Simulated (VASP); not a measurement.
Wanted: the native input for a VASP 6.6.1 run.

```
Task                   : single point
Functional             : LDA
Potentials or basis    : VASP PAW LDA potentials, release 64 (Nb_sv, H)
Cutoff                 : 520 eV
k mesh                 : 9 × 9 × 1
Occupations            : gaussian, width 0.1 eV
Spin                   : collinear spin
Starting moments       : [0.0, 0.0, 0.0, 1.0] μB
Dipole correction      : yes
Further INCAR settings : ALGO = Normal; EDIFF = 1e-06; NBANDS = 32
```

The structure of Nb3H lies in POSCAR:

```
Nb3H
1.0
    2.9270177637      0.0000000000      0.0000000000
    0.0000000000      2.9270177637      0.0000000000
    0.0000000000      0.0000000000     21.1957939222
Nb H
3 1
Direct
    0.5000000000      0.5000000000      0.1887166867
    0.0000000000      0.0000000000      0.2876907936
    0.5000000000      0.5000000000      0.3866707684
    0.5000000000      0.5000000000      0.5617054952
```

One way to write it, as run:

INCAR

```
PREC = Accurate
ENCUT = 520
EDIFF = 1E-6
ISMEAR = 0
SIGMA = 0.1
LREAL = False
LASPH = True
NELM = 150
ALGO = Normal
ISIF = 2
LWAVE = False
LCHARG = False
ISPIN = 2
MAGMOM = 0 0 0 1
LORBIT = 11
LMAXMIX = 4
LDIPOL = True
IDIPOL = 3
DIPOL = 0.5 0.5 0.356
NBANDS = 32
```

KPOINTS

```
Automatic mesh
0
Gamma
  9 9 1
```

Potentials or basis: VASP PAW LDA potentials, release 64 (Nb_sv, H).

Command:

```console
$ cat potpaw_LDA.64/Nb_sv/POTCAR potpaw_LDA.64/H/POTCAR > POTCAR
$ mpirun -np 1 vasp_std > vasp.out
```

Results of the run:

| Property | Result |
| --- | --- |
| Largest force | 0.350 eV/Å |
| Net moment | 0.80 μB per cell |
| Site moments | Nb -0.02, -0.01 (each value once); H +0.33 μB |
| Valence electrons inside the program's atomic spheres | Nb 10.66, 10.67 (each value once); H 0.36 |

Wall time 6.4 min on 1 thread of Intel(R) Xeon(R) 6975P-C (Granite Rapids) (shared host), peak memory 0.33 GiB.
